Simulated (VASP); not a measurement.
# CaO in VASP: notebook

The runs below take CaO through single point, with r2SCAN, PBE.

All numbers are computed with VASP 6.6.1; they aren't measurements. Logs are shortened: lines on timing, memory, paths and dates and some standing lists are left out, and cuts for length are marked.

### 1 The cell of the first run

It takes space group Fm-3m (No. 225, cubic). Conventional cell: a = 4.795 Å, b = 4.795 Å, c = 4.795 Å, α = 90.00°, β = 90.00°, γ = 90.00°. Within 3.2 Å of Ca (site symmetry m-3m) lie 6 O at 2.40 Å. O (site symmetry m-3m) has 6 Ca at 2.40 Å within 3.2 Å.

### 2 Single point, r2SCAN

Input file POSCAR:

```
CaO
1.0
    0.0000000000      2.3975501265      2.3975501265
    2.3975501265      0.0000000000      2.3975501265
    2.3975501265      2.3975501265      0.0000000000
Ca O
1 1
Direct
    0.0000000000      0.0000000000      0.0000000000
    0.5000000000      0.5000000000      0.5000000000
```

Input file INCAR.step1:

```
SYSTEM = CaO
ALGO = Normal ; EDIFF = 1E-4
ENCUT = 520 ; GGA = PE
ISMEAR = 0 ; LASPH = .TRUE.
LCHARG = .FALSE. ; LREAL = .FALSE.
LWAVE = .TRUE. ; NBANDS = 15
NELM = 60 ; PREC = Accurate
SIGMA = 0.01
```

Input file INCAR.step2:

```
SYSTEM = CaO
ALGO = Normal ; EDIFF = 1E-6
ENCUT = 520 ; ISIF = 2
ISMEAR = 0 ; ISTART = 1
LASPH = .TRUE. ; LCHARG = .TRUE.
LELF = .TRUE. ; LMIXTAU = .TRUE.
LREAL = .FALSE. ; LVHAR = .TRUE.
LWAVE = .FALSE. ; METAGGA = R2SCAN
NBANDS = 15 ; NELM = 60
PREC = Accurate ; SIGMA = 0.01
```

Input file KPOINTS:

```
k-points
0
G
  10 10 10
  0 0 0
```

Potentials or basis: VASP PAW PBE potentials, release 64 (Ca_sv, O).

Launch:

```bash
$ cat potpaw_PBE.64/Ca_sv/POTCAR potpaw_PBE.64/O/POTCAR > POTCAR
$ cp INCAR.step1 INCAR
$ mpirun -np 1 vasp_std > vasp.out
$ cp INCAR.step2 INCAR
$ mpirun -np 1 vasp_std > vasp.out
```

OUTCAR:

```text
SYSTEM = CaO
   EDIFF = 1E-6
   ENCUT = 520
   ISIF = 2
   ISMEAR = 0
   ISTART = 1
   LASPH = .TRUE.
   LREAL = .FALSE.
   METAGGA = R2SCAN
   NELM = 60
   PREC = Accurate

 ion  position               nearest neighbor table
   1  0.000  0.000  0.000-   2 2.40   2 2.40   2 2.40   2 2.40   2 2.40   2 2.40
   2  0.500  0.500  0.500-   1 2.40   1 2.40   1 2.40   1 2.40   1 2.40   1 2.40

  LATTYP: Found a face centered cubic cell.
 ALAT       =     4.7951002530

  Lattice vectors:

 A1 = (   0.0000000000,   2.3975501265,   2.3975501265)
 A2 = (   2.3975501265,   0.0000000000,   2.3975501265)
 A3 = (   2.3975501265,   2.3975501265,   0.0000000000)

Analysis of symmetry for initial positions (statically):
=====================================================================
 Subroutine PRICEL returns:
 Original cell was already a primitive cell.

 Routine SETGRP: Setting up the symmetry group for a
 face centered cubic supercell.

 Subroutine GETGRP returns: Found 48 space group operations
 (whereof 48 operations were pure point group operations)
 out of a pool of 48 trial point group operations.

The static configuration has the point symmetry O_h .

Analysis of symmetry for dynamics (positions and initial velocities):
=====================================================================
 Subroutine PRICEL returns:
 Original cell was already a primitive cell.

 Routine SETGRP: Setting up the symmetry group for a
 face centered cubic supercell.

 Subroutine GETGRP returns: Found 48 space group operations
 (whereof 48 operations were pure point group operations)
 out of a pool of 48 trial point group operations.

The dynamic configuration has the point symmetry O_h .

 Subroutine INISYM returns: Found 48 space group operations
 (whereof 48 operations are pure point group operations),
 and found     1 'primitive' translations

----------------------------------------------------------------------------------------

                                     Primitive cell

  volume of cell :      27.5634

  direct lattice vectors                    reciprocal lattice vectors
     0.000000000  2.397550127  2.397550127    -0.208546213  0.208546213  0.208546213
     2.397550127  0.000000000  2.397550127     0.208546213 -0.208546213  0.208546213
     2.397550127  2.397550127  0.000000000     0.208546213  0.208546213 -0.208546213

  length of vectors
     3.390647905  3.390647905  3.390647905     0.361212637  0.361212637  0.361212637

[... 85 lines left out ...]
   NFREE  =      0    steps in history (QN), initial steepest desc. (CG)
   ISIF   =      2    stress and relaxation
   ISYM   =      2    0-nonsym 1-usesym 2-fastsym
   POTIM  = 0.5000    time-step for ionic-motion
   TEBEG  =    0.0;   TEEND  =   0.0 temperature during run
   PSTRESS=    0.0 pullay stress
   NELECT =      16.0000    total number of electrons
   NUPDOWN=      -1.0000    fix difference up-down
   EMIN   =  10.00;   EMAX   =-10.00  energy-range for DOS
   EFERMI =   0.00;   METHOD = LEGACY
   ISMEAR =     0;   SIGMA  =   0.01  broadening in eV -4-tet -1-fermi 0-gaus
   EFERMI_NEDOS =   21; number of points for ismear=-14 and -15
   IALGO  =     38    algorithm
   IMIX   =      4    mixing-type and parameters
     AMIX     =   0.40;   BMIX     =  1.00
     AMIX_MAG =   1.60;   BMIX_MAG =  1.00
  volume/ion in A,a.u.               =      13.78        93.00
  Fermi-wavevector in a.u.,A,eV,Ry     =   1.365643  2.580691 25.374598  1.864980
  Thomas-Fermi vector in A             =   2.491853
   LORBIT       =      0    0 simple, 1 ext, 2 COOP (PROOUT), +10 PAW based schemes
   METAGGA = R2SCAN    functional components
   LHFCALC =     F    Hartree Fock is set to
   AEXX    =    0.0000 exact exchange contribution
   IVDW    =     0    specifies the selected vdW correction
   LEPSILON=     F    determine dielectric tensor
   LRPA    =     F    only Hartree local field effects (RPA)
 non-spin polarized calculation
 Gauss-broadening in eV      SIGMA  =   0.01
  energy-cutoff  :      520.00
  volume of cell :       27.56
 maximum number of plane-waves:       757
 NGX is ok and might be reduce to    28
   NGX = 13   NGY = 13   NGZ = 13

 number of electron      15.9999997 magnetization

 Free energy of the ion-electron system (eV)
  ---------------------------------------------------
  ext. energy  EPLUGINS =         0.00000000
  ---------------------------------------------------
  free energy    TOTEN  =       -19.45304505 eV

  energy without entropy =      -19.45304505  energy(sigma->0) =      -19.45304505

 E-fermi :   2.1655     XC(G=0): -11.1120

 val. band max:        2.0547600572   @ k =   0.0000   0.0000   0.0000
 cond. band min:       6.2418412736   @ k =   0.5000   0.5000   0.0000
 fundamental gap:      4.1870812164
 Fermi energy:         2.1654970890

 k-point     1 :       0.0000    0.0000    0.0000
  band No.  band energies     occupation
      1     -36.9712      2.00000
      2     -16.8580      2.00000
      3     -16.8580      2.00000
      4     -16.8579      2.00000
      5     -14.4323      2.00000
      6       2.0547      2.00000
      7       2.0548      2.00000
      8       2.0548      2.00000
      9       7.5434      0.00000
     10       8.9256      0.00000
     11       8.9256      0.00000
     12       8.9256      0.00000
     13      10.5337      0.00000
     14      10.5337      0.00000
[... 401 lines left out ...]
      2     -17.5566      2.00000
      3     -17.0611      2.00000
      4     -17.0328      2.00000
      5     -13.8755      2.00000
      6       0.3844      2.00000
      7       1.5069      2.00000
      8       1.6028      2.00000
      9       6.9291      0.00000
     10      10.4916      0.00000
     11      11.6029      0.00000
     12      11.6617      0.00000
     13      11.8022      0.00000
     14      13.7654      0.00000
     15      18.8276      0.00000

 [... further k-points ...]
[... 5 lines left out ...]
  --------------------------------------------------------------------------------------
  -------------------------------------------------------------------------------------
  Total        0.1780716      0.1780716      0.1780716      0.0000000     -0.0000000      0.0000000
  in kB       10.3507592     10.3507592     10.3507592      0.0000000     -0.0000000      0.0000000
  external PRESSURE =      10.3507592 kB  Pullay stress =       0.0000000 kB

 VOLUME and BASIS-vectors are now :
 -----------------------------------------------------------------------------
  energy-cutoff  :      520.00
  volume of cell :       27.56
      direct lattice vectors                 reciprocal lattice vectors
     0.000000000  2.397550127  2.397550127    -0.208546213  0.208546213  0.208546213
     2.397550127  0.000000000  2.397550127     0.208546213 -0.208546213  0.208546213
     2.397550127  2.397550127  0.000000000     0.208546213  0.208546213 -0.208546213

 POSITION                                       TOTAL-FORCE (eV/Angst)
 -----------------------------------------------------------------------------------
      0.00000      0.00000      0.00000         0.000000     -0.000000     -0.000000
      2.39755      2.39755      2.39755        -0.000000      0.000000      0.000000
 -----------------------------------------------------------------------------------
    total drift:                                0.000000      0.000000      0.000000

  FREE ENERGIE OF THE ION-ELECTRON SYSTEM (eV)
  ---------------------------------------------------
  free  energy   TOTEN  =       -19.4530450519 eV

  energy  without entropy=      -19.4530450519  energy(sigma->0) =      -19.45304505
```

OUTCAR.step1:

```text
SYSTEM = CaO
   EDIFF = 1E-4
   ENCUT = 520
   GGA = PE
   ISMEAR = 0
   LASPH = .TRUE.
   LREAL = .FALSE.
[... 653 lines left out ...]
      0.00000      0.00000      0.00000        -0.000000      0.000000      0.000000
      2.39755      2.39755      2.39755         0.000000     -0.000000     -0.000000
 -----------------------------------------------------------------------------------
    total drift:                                0.000000      0.000000      0.000000

  FREE ENERGIE OF THE ION-ELECTRON SYSTEM (eV)
  ---------------------------------------------------
  free  energy   TOTEN  =       -12.7977063721 eV

  energy  without entropy=      -12.7977063721  energy(sigma->0) =      -12.79770637
```

Wall time 2.5 min (1 thread of Intel Xeon 8259CL, shared host); peak memory 0.18 GiB.

What came out:

```
Free energy            : -19.4530 eV
Pressure               : 1.0 GPa
Band gap on the k mesh : 4.19 eV, indirect (least direct gap 4.56 eV)
```

Caveat: the PAW data sets were made with another functional, which shifts forces and pressure a little. A k mesh can miss the band edges.

### 3 Single point, PBE (uniaxial x strain -3.0%)

Input file INCAR:

```
SYSTEM = CaO
PREC = Accurate
ENCUT = 520
EDIFF = 1E-7
ISMEAR = -1
SIGMA = 0.02
LREAL = .FALSE.
LASPH = .TRUE.
NELM = 60
ALGO = Normal
ISIF = 2
LWAVE = .FALSE.
LCHARG = .TRUE.
GGA = PE
LELF = .TRUE.
LVHAR = .TRUE.
NBANDS = 15
```

Input file KPOINTS:

```
Automatic mesh
0
G
  10 10 10
  0 0 0
```

Input file POSCAR:

```
CaO
1.0
    0.0000000000      2.3975501265      2.3975501265
    2.3256236227      0.0000000000      2.3975501265
    2.3256236227      2.3975501265      0.0000000000
Ca O
1 1
Direct
    0.0000000000      0.0000000000      0.0000000000
    0.5000000000      0.5000000000      0.5000000000
```

Potentials or basis: VASP PAW PBE potentials, release 64 (Ca_sv, O).

Launch:

```bash
$ cat potpaw_PBE.64/Ca_sv/POTCAR potpaw_PBE.64/O/POTCAR > POTCAR
$ mpirun -np 1 vasp_std > vasp.out
```

Run time: 75 s. Hardware: 1 thread of Intel Xeon 8259CL, shared host; peak memory 0.19 GiB.

The run converged. Its results:

```
Free energy            : -12.7605 eV
Pressure               : 7.2 GPa
Band gap on the k mesh : 3.49 eV, indirect (least direct gap 3.95 eV)
```

Stress tensor (GPa, compression positive):
```
11.50  0.00  0.00
 0.00  5.06  0.00
 0.00  0.00  5.06
```

Levels at points of the mesh, in eV from the valence-band top:
| k point | band 6 | band 7 | band 8 | band 9 | band 10 | band 11 |
| --- | --- | --- | --- | --- | --- | --- |
| (0.00, 0.00, 0.00) | -0.09 | -0.09 | 0.00 | 4.92 | 6.19 | 6.19 |
| (0.50, 0.00, 0.00) | -2.79 | -1.35 | -1.35 | 7.16 | 8.49 | 8.52 |
| (0.50, 0.50, 0.00) | -1.41 | -0.44 | -0.35 | 3.60 | 8.22 | 9.09 |
| (0.00, 0.50, 0.50) | -1.21 | -0.48 | -0.48 | 3.49 | 8.30 | 9.05 |

Caveat: the cell differs from its parent crystal (uniaxial x strain -3.0%). A k mesh can miss the band edges.

### 4 Single point, PBE (uniaxial z strain -0.5%)

Input file INCAR:

```
PREC = Accurate ; ENCUT = 520
EDIFF = 1E-6 ; ISMEAR = -1
SIGMA = 0.02 ; LREAL = F
LASPH = T ; NELM = 80
ALGO = Normal ; ISIF = 2
LWAVE = F ; LCHARG = T
GGA = PE ; LELF = T
LVHAR = T ; NBANDS = 15
```

Input file KPOINTS:

```
Automatic mesh
0
Gamma
  10 10 10
```

Input file POSCAR:

```
CaO
1.0
    0.0000000000      2.3975501265      2.3855623759
    2.3975501265      0.0000000000      2.3855623759
    2.3975501265      2.3975501265      0.0000000000
Ca O
1 1
Direct
    0.0000000000      0.0000000000      0.0000000000
    0.5000000000      0.5000000000      0.5000000000
```

Launch:

```bash
$ cat potpaw_PBE.64/Ca_sv/POTCAR potpaw_PBE.64/O/POTCAR > POTCAR
$ mpirun -np 1 vasp_std > vasp.out
```

It took 70 s on 1 thread of Intel Xeon 8259CL, shared host; peak memory 0.19 GiB.

Results (log left out):

```
Free energy            : -12.7944 eV
Pressure               : 3.7 GPa
Band gap on the k mesh : 3.61 eV, indirect (least direct gap 4.00 eV)
```

Stress tensor (GPa, compression positive):
```
3.37 0.00 0.00
0.00 3.37 0.00
0.00 0.00 4.25
```

Levels at points of the mesh, in eV from the valence-band top:
```csv
k point,band 6,band 7,band 8,band 9,band 10,band 11
"(0.00, 0.00, 0.00)",-0.01,-0.01,0.00,4.80,6.23,6.23
"(0.50, 0.00, 0.00)",-2.68,-1.24,-1.24,7.10,8.41,8.41
"(0.50, 0.50, 0.00)",-1.28,-0.39,-0.39,3.61,8.13,8.95
"(0.50, 0.00, 0.50)",-1.31,-0.38,-0.37,3.63,8.12,8.95
```

Caveat: the cell differs from its parent crystal (uniaxial z strain -0.5%). A k mesh can miss the band edges.

### 5 The runs side by side

```tsv
level	cell	smearing	gap on the mesh (eV)	pressure (GPa)
r2SCAN	a = 3.391 Å, angles 60.0°, 2 atoms	gaussian 0.01 eV	4.19	1.0
PBE	a = 3.391, b = 3.340, c = 3.340 Å, angles 61.0, 59.5, 59.5°, 2 atoms	fermi-dirac 0.02 eV	3.49	7.2
PBE	a = 3.382, b = 3.382, c = 3.391 Å, angles 59.9, 59.9, 60.2°, 2 atoms	fermi-dirac 0.02 eV	3.61	3.7
```

Alike in all rows: task single point; potentials or basis VASP PAW PBE potentials, release 64 (Ca_sv, O); no spin polarisation; k mesh 10 × 10 × 10; cutoff (eV) 520.

Caveats: the PAW data sets were made with another functional, which shifts forces and pressure a little (some runs).

Total energies depend on the potentials used, so only differences within one code and one set of settings carry meaning.
